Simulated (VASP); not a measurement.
# H2CO in VASP: further runs, part 2 of 2

VASP 6.6.1.

## 3. Single point, PBE+D3(BJ)

INCAR

```
SYSTEM = H2CO
PREC     = Accurate       ! precision mode
ENCUT    = 1000           ! plane-wave cutoff, eV
EDIFF    = 1E-6           ! SCF threshold, eV
ISMEAR   = -1             ! smearing method
SIGMA    = 0.02           ! smearing width, eV
LREAL    = Auto         
LASPH    = .TRUE.         ! aspherical terms in the spheres
NELM     = 120            ! most SCF steps
ALGO     = Normal         ! electronic algorithm
ISIF     = 2              ! what is computed and relaxed
LWAVE    = .FALSE.        ! write WAVECAR
LCHARG   = .TRUE.         ! write CHGCAR
GGA      = PE             ! functional
IVDW     = 12             ! dispersion correction
LELF     = .TRUE.         ! ELF
LVHAR    = .TRUE.       
NBANDS   = 70             ! bands
GGA_COMPAT= .FALSE.
```

KPOINTS

```
regular mesh
0
G
  1 1 1
  0 0 0
```

POSCAR

```
H2CO
1.0
    7.6012920000      0.0000000000      0.0000000000
    0.0000000000      7.6012920000      0.0000000000
    0.0000000000      0.0000000000      7.6012920000
O C H
8 8 16
Direct
    0.9790440888      0.8764167986      1.0213921528
   -0.0237722745      0.4509759657      0.2658232311
    0.5120182201      0.3536504057      0.5954119379
    0.5465386674      0.5611809150      0.0638049426
    0.2886877652      1.0715941448      0.7210353187
    0.5792699452      0.1257417818      1.1248350938
    0.2413668624      0.6481003493      0.7354539202
    0.7005519588      0.7907208406      0.4903245396
    0.9863717905      0.9152391462      0.8669315690
    0.0177864500      0.3032905459      0.2336050240
    0.5704951211      0.3463884824      0.4444639148
    0.5187407614      0.7029068216     -0.0075645035
    0.3475593360      0.9553112813      0.6213680516
    0.5841243831      0.1846396639      0.9716242976
    0.2221859126      0.4997703022      0.6719120907
    0.8007717635      0.8578015422      0.3806063496
    1.0008824816      1.0525052846      0.8179004306
    0.9599420730      0.8247282173      0.7643569014
   -0.0861169391      0.1953615254      0.2298556614
    0.1546579187      0.2636130805      0.2097932825
    0.5117682626      0.4198102112      0.3290361691
    0.6775295568      0.2490234555      0.4143374574
    0.6255778623      0.8061261165     -0.0140370874
    0.3909598526      0.7331779913     -0.0788681714
    0.2692305466      0.9171335610      0.4973496611
    0.4772083483      0.8942690269      0.6411541617
    0.5069269803      0.3031195223      0.9380115907
    0.6488239105      0.1060346057      0.8658133380
    0.1754833257      0.4922057987      0.5359878294
    0.2107668012      0.3707396058      0.7392953724
    0.9099242602      0.9433659436      0.4186262020
    0.7942991797      0.8324505887      0.2402223201
```

Potentials or basis: VASP PAW PBE potentials, release 64 (O_h, C_h, H_h).

Started as:

```console
cat potpaw_PBE.64/O_h/POTCAR potpaw_PBE.64/C_h/POTCAR potpaw_PBE.64/H_h/POTCAR > POTCAR
mpirun -np 1 vasp_gam > vasp.out
```

OUTCAR:

```text
SYSTEM = H2CO
   PREC = Accurate
   ENCUT = 1000
   EDIFF = 1E-6
   ISMEAR = -1
   LREAL = Auto
   LASPH = .TRUE.
   NELM = 120
   ISIF = 2
   GGA = PE
   IVDW = 12
 IVDW          = 12

 ion  position               nearest neighbor table
   1  0.979  0.876  0.021-   9 1.21
   2  0.976  0.451  0.266-  10 1.19
   3  0.512  0.354  0.595-  11 1.23
   4  0.547  0.561  0.064-  12 1.22
   5  0.289  0.072  0.721-  13 1.25
[... 327 lines left out ...]
  -------------------------------------------------------------------------------------
  Total      -1.50501    -2.41496    -2.97708     0.44500     2.44956     1.16594
  in kB      -5.49020    -8.80964   -10.86021     1.62332     8.93587     4.25329
  external pressure =       -8.39 kB  Pullay stress =        0.00 kB

 VOLUME and BASIS-vectors are now :
 -----------------------------------------------------------------------------
  energy-cutoff  :     1000.00
  volume of cell :      439.20
      direct lattice vectors                 reciprocal lattice vectors
     7.601292000  0.000000000  0.000000000     0.131556583  0.000000000  0.000000000
     0.000000000  7.601292000  0.000000000     0.000000000  0.131556583  0.000000000
     0.000000000  0.000000000  7.601292000     0.000000000  0.000000000  0.131556583

 POSITION                                       TOTAL-FORCE (eV/Angst)
 -----------------------------------------------------------------------------------
      7.44200      6.66190      0.16261         0.350140      0.099029      0.115539
      7.42059      3.42800      2.02060        -0.241182      1.598584      0.361073
      3.89200      2.68820      4.52590         0.413069      0.297369     -1.095398
      4.15440      4.26570      0.48500        -0.219322      0.651020     -0.240256
      2.19440      0.54421      5.48080         0.735813     -1.485299     -0.980371
      4.40320      0.95580      0.94891         0.300008      0.756631     -1.911316
[... 24 lines left out ...]
      6.91660      7.17080      3.18210         0.438053      0.469608      0.421798
      6.03770      6.32770      1.82600        -0.280403     -0.223997     -0.498294
 -----------------------------------------------------------------------------------
    total drift:                                0.003111      0.004429     -0.001182

  FREE ENERGIE OF THE ION-ELECTRON SYSTEM (eV)
  ---------------------------------------------------
  free  energy   TOTEN  =      -179.5972749274 eV

  energy  without entropy=     -179.5972749274  energy(sigma->0) =     -179.59727493
```

stdout:

```text
POSCAR found type information on POSCAR O C H
 POSCAR found :  3 types and      32 ions
 scaLAPACK will be used
 LDA part: xc-table for (Slater+PW92), standard interpolation
 POSCAR, INCAR and KPOINTS ok, starting setup
 FFT: planning ... GRIDC
 FFT: planning ... GRID_SOFT
 FFT: planning ... GRID
 WAVECAR not read
 entering main loop
```

Wall time 3.5 min (1 thread of Intel Xeon Platinum 8488C (Sapphire Rapids), shared host); peak memory 0.9 GiB.

What came out:

```
Free energy                : -179.5973 eV
Pressure                   : -0.8 GPa
Largest force              : 2.624 eV/Å
Band gap on the k mesh     : 2.81 eV
Dispersion energy per atom : -0.041 eV
```

Forces in eV/Å, atoms in the order of the input:
```
O    0.350  0.099  0.116
O   -0.241  1.599  0.361
O    0.413  0.297 -1.095
O   -0.219  0.651 -0.240
O    0.736 -1.485 -0.980
O    0.300  0.757 -1.911
O    0.038 -1.317  0.032
O    1.128  0.823 -1.131
C   -0.661  1.351  0.757
C   -0.742 -1.693 -0.097
C   -0.652 -0.338  0.488
C    0.090  0.005 -0.244
C   -1.549  1.424  0.096
C   -0.925 -1.359  2.046
C   -0.988  1.037 -0.257
C   -1.252 -1.219  1.313
H    0.231  0.119  0.318
H   -0.073 -1.428 -1.150
H    0.556  0.244 -0.132
H    0.492 -0.176 -0.156
H    0.417 -0.183  0.643
H   -0.122  0.500 -0.044
H   -0.312 -0.288  0.118
H    0.711 -0.213  0.699
H    0.725  0.129  0.843
H    0.029 -0.132 -0.031
H    0.394  0.097 -0.181
H    0.127  0.311  0.005
H    0.309 -0.133 -0.718
H    0.533  0.275  0.608
H    0.438  0.470  0.422
H   -0.280 -0.224 -0.498
```

Levels at points of the mesh, in eV from the valence-band top:
| k point | band 45 | band 46 | band 47 | band 48 | band 49 | band 50 | band 51 | band 52 |
| --- | --- | --- | --- | --- | --- | --- | --- | --- |
| (0.00, 0.00, 0.00) | -0.52 | -0.41 | -0.27 | 0.00 | 2.81 | 2.88 | 2.98 | 3.07 |

Caveat: the k points lie up to 0.83 Å⁻¹ apart.
